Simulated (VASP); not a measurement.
# TaN (P-6m2) in VASP: further runs

The runs below take TaN through single point, relaxation of cell and atoms, with r2SCAN.

All numbers are computed with VASP 6.6.1; they aren't measurements. Logs are shortened: lines on timing, memory, paths and dates and some standing lists are left out, and cuts for length are marked.

## 1. The cell of the first run

It takes space group P-6m2 (No. 187, hexagonal). The conventional cell has a = 3.068 Å, b = 3.068 Å, c = 2.845 Å, α = 90.00°, β = 90.00°, γ = 120.00°. Within 3.0 Å of Ta (site symmetry -6m2) lie 6 N at 2.27 Å and 2 Ta at 2.84 Å. N (site symmetry -6m2) has 6 Ta at 2.27 Å and 2 N at 2.84 Å within 3.0 Å.

## 2. Single point, r2SCAN (biaxial strain in the a-b plane: +4.5 %, then relaxed in part)

Input file POSCAR:

```
TaN
1.0
    3.0682812720      0.0000000000      0.0000000000
   -1.5341406360      2.6572095275      0.0000000000
    0.0000000000      0.0000000000      2.8449742542
Ta N
1 1
Direct
    0.3333333333      0.6666666667      0.5000000000
    0.0000000000      0.0000000000      0.0000000000
```

Input file INCAR.step1:

```
  PREC = Accurate
  ENCUT = 520
  ISMEAR = 0
  SIGMA = 0.1
  LREAL = F
  LASPH = T
  NELM = 60
  NBANDS = 15
  GGA = PE
  ALGO = Normal
  EDIFF = 1E-4
  LWAVE = T
  LCHARG = F
```

Input file INCAR.step2:

```
  PREC = Accurate
  ENCUT = 520
  EDIFF = 1E-6
  ISMEAR = 0
  SIGMA = 0.1
  LREAL = F
  LASPH = T
  NELM = 60
  ALGO = Normal
  ISIF = 2
  LWAVE = F
  LCHARG = F
  METAGGA = R2SCAN
  LMIXTAU = T
  NBANDS = 15
  ISTART = 1
```

Input file KPOINTS:

```
Automatic mesh
0
Gamma
  24 24 18
```

Potentials or basis: VASP PAW PBE potentials, release 64 (Ta_pv, N).

The run is started by

```
$ cat potpaw_PBE.64/Ta_pv/POTCAR potpaw_PBE.64/N/POTCAR > POTCAR
$ cp INCAR.step1 INCAR
$ mpirun -np 1 vasp_std > vasp.out
$ cp INCAR.step2 INCAR
$ mpirun -np 1 vasp_std > vasp.out
```

OUTCAR:

```text
PREC = Accurate
   ENCUT = 520
   EDIFF = 1E-6
   ISMEAR = 0
   LREAL = F
   LASPH = T
   NELM = 60
   ISIF = 2
   METAGGA = R2SCAN
   ISTART = 1

 ion  position               nearest neighbor table
   1  0.333  0.667  0.500-   2 2.27   2 2.27   2 2.27   2 2.27   2 2.27   2 2.27
   2  0.000  0.000  0.000-   1 2.27   1 2.27   1 2.27   1 2.27   1 2.27   1 2.27

  LATTYP: Found a hexagonal cell.
 ALAT       =     3.0682812720
 C/A-ratio  =     0.9272208126

  Lattice vectors:

 A1 = (   3.0682812720,   0.0000000000,   0.0000000000)
 A2 = (  -1.5341406360,   2.6572095275,   0.0000000000)
 A3 = (   0.0000000000,   0.0000000000,   2.8449742542)

Analysis of symmetry for initial positions (statically):
=====================================================================
 Subroutine PRICEL returns:
 Original cell was already a primitive cell.

 Routine SETGRP: Setting up the symmetry group for a
 hexagonal supercell.

 Subroutine GETGRP returns: Found 12 space group operations
 (whereof 12 operations were pure point group operations)
 out of a pool of 24 trial point group operations.

The static configuration has the point symmetry D_3h.

Analysis of symmetry for dynamics (positions and initial velocities):
=====================================================================
 Subroutine PRICEL returns:
 Original cell was already a primitive cell.

 Routine SETGRP: Setting up the symmetry group for a
 hexagonal supercell.

 Subroutine GETGRP returns: Found 12 space group operations
 (whereof 12 operations were pure point group operations)
 out of a pool of 24 trial point group operations.

The dynamic configuration has the point symmetry D_3h.

 Subroutine INISYM returns: Found 12 space group operations
 (whereof 12 operations are pure point group operations),
 and found     1 'primitive' translations

----------------------------------------------------------------------------------------

                                     Primitive cell

  volume of cell :      23.1953

  direct lattice vectors                    reciprocal lattice vectors
     3.068281272  0.000000000  0.000000000     0.325915362  0.188167322  0.000000000
    -1.534140636  2.657209528  0.000000000     0.000000000  0.376334643  0.000000000
     0.000000000  0.000000000  2.844974254     0.000000000  0.000000000  0.351497030

  length of vectors
[... 85 lines left out ...]
   NSW    =      0    number of steps for IOM
   IBRION =     -1    ionic relax: 0-MD 1-quasi-New 2-CG
   NFREE  =      0    steps in history (QN), initial steepest desc. (CG)
   ISIF   =      2    stress and relaxation
   ISYM   =      2    0-nonsym 1-usesym 2-fastsym
   POTIM  = 0.5000    time-step for ionic-motion
   TEBEG  =    0.0;   TEEND  =   0.0 temperature during run
   PSTRESS=    0.0 pullay stress
   NELECT =      16.0000    total number of electrons
   NUPDOWN=      -1.0000    fix difference up-down
   EMIN   =  10.00;   EMAX   =-10.00  energy-range for DOS
   EFERMI =   0.00;   METHOD = LEGACY
   ISMEAR =     0;   SIGMA  =   0.10  broadening in eV -4-tet -1-fermi 0-gaus
   EFERMI_NEDOS =   21; number of points for ismear=-14 and -15
   IALGO  =     38    algorithm
   IMIX   =      4    mixing-type and parameters
     AMIX     =   0.40;   BMIX     =  1.00
     AMIX_MAG =   1.60;   BMIX_MAG =  1.00
  volume/ion in A,a.u.               =      11.60        78.26
  Fermi-wavevector in a.u.,A,eV,Ry     =   1.446489  2.733467 28.467873  2.092330
  Thomas-Fermi vector in A             =   2.564551
   LORBIT       =      0    0 simple, 1 ext, 2 COOP (PROOUT), +10 PAW based schemes
   METAGGA = R2SCAN    functional components
   LHFCALC =     F    Hartree Fock is set to
   AEXX    =    0.0000 exact exchange contribution
   IVDW    =     0    specifies the selected vdW correction
   LEPSILON=     F    determine dielectric tensor
   LRPA    =     F    only Hartree local field effects (RPA)
 non-spin polarized calculation
 Gauss-broadening in eV      SIGMA  =   0.10
  energy-cutoff  :      520.00
  volume of cell :       23.20
 maximum number of plane-waves:       642
 NGX is ok and might be reduce to    24
   NGX = 11   NGY = 11   NGZ = 11

 number of electron      16.0000000 magnetization

 Free energy of the ion-electron system (eV)
  ---------------------------------------------------
  ext. energy  EPLUGINS =         0.00000000
  ---------------------------------------------------
  free energy    TOTEN  =       -60.20451478 eV

  energy without entropy =      -60.20411912  energy(sigma->0) =      -60.20431695

 E-fermi :   7.5403     XC(G=0): -13.8875

 val. band max:        7.5279557550   @ k =   0.0417   0.0000   0.2778
 cond. band min:       7.5440000669   @ k =   0.0000   0.0000   0.3889
 fundamental gap:      0.0160443119
 Fermi energy:         7.5402944603

 k-point     1 :       0.0000    0.0000    0.0000
  band No.  band energies     occupation
      1     -28.7317      2.00000
      2     -28.7048      2.00000
      3     -28.7048      2.00000
      4     -10.8321      2.00000
      5       2.5617      2.00000
      6       2.5617      2.00000
      7       3.4942      2.00000
      8       4.8162      2.00000
      9       8.9707      0.00000
     10      11.2058      0.00000
     11      11.2058      0.00000
     12      11.4482      0.00000
     13      11.4482      0.00000
     14      17.8432      0.00000
[... 401 lines left out ...]
      2     -28.8725      2.00000
      3     -28.6441      2.00000
      4      -8.9378      2.00000
      5      -0.7762      2.00000
      6       2.9121      2.00000
      7       3.6436      2.00000
      8       4.4279      2.00000
      9      10.5814      0.00000
     10      10.5906      0.00000
     11      11.9157      0.00000
     12      12.9897      0.00000
     13      15.1818      0.00000
     14      17.8068      0.00000
     15      18.4500      0.00000

 [... further k-points ...]
[... 5 lines left out ...]
  --------------------------------------------------------------------------------------
  -------------------------------------------------------------------------------------
  Total       -4.3649926     -4.3649926      0.1949675      0.0000000      0.0000000      0.0000000
  in kB     -301.5051824   -301.5051824     13.4670845      0.0000000      0.0000000      0.0000000
  external PRESSURE =    -196.5144268 kB  Pullay stress =       0.0000000 kB

 VOLUME and BASIS-vectors are now :
 -----------------------------------------------------------------------------
  energy-cutoff  :      520.00
  volume of cell :       23.20
      direct lattice vectors                 reciprocal lattice vectors
     3.068281272  0.000000000  0.000000000     0.325915362  0.188167322  0.000000000
    -1.534140636  2.657209528  0.000000000     0.000000000  0.376334643  0.000000000
     0.000000000  0.000000000  2.844974254     0.000000000  0.000000000  0.351497030

 POSITION                                       TOTAL-FORCE (eV/Angst)
 -----------------------------------------------------------------------------------
     -0.00000      1.77147      1.42249         0.000000      0.000000      0.000000
      0.00000      0.00000      0.00000        -0.000000      0.000000      0.000000
 -----------------------------------------------------------------------------------
    total drift:                               -0.000000      0.000000     -0.000000

  FREE ENERGIE OF THE ION-ELECTRON SYSTEM (eV)
  ---------------------------------------------------
  free  energy   TOTEN  =       -60.2045147846 eV

  energy  without entropy=      -60.2041191227  energy(sigma->0) =      -60.20431695
```

Wall time 7.5 min (1 thread of Intel Xeon Platinum 8375C at 2.90GHz (Ice Lake), shared host); peak memory 0.33 GiB.

What came out:

* Free energy: -60.2045 eV
* Pressure: -19.7 GPa
* Band gap on the k mesh: zero (band 8 reaches 7.90 eV, above the bottom of band 9 at 7.49 eV)

Caveat: the cell differs from its parent crystal (biaxial strain in the a-b plane: +4.5 %, then relaxed in part); the PAW data sets were made with another functional, which shifts forces and pressure a little; spin-orbit coupling is left out, which moves the levels of the heavy elements.

[end of part 1 of 2]
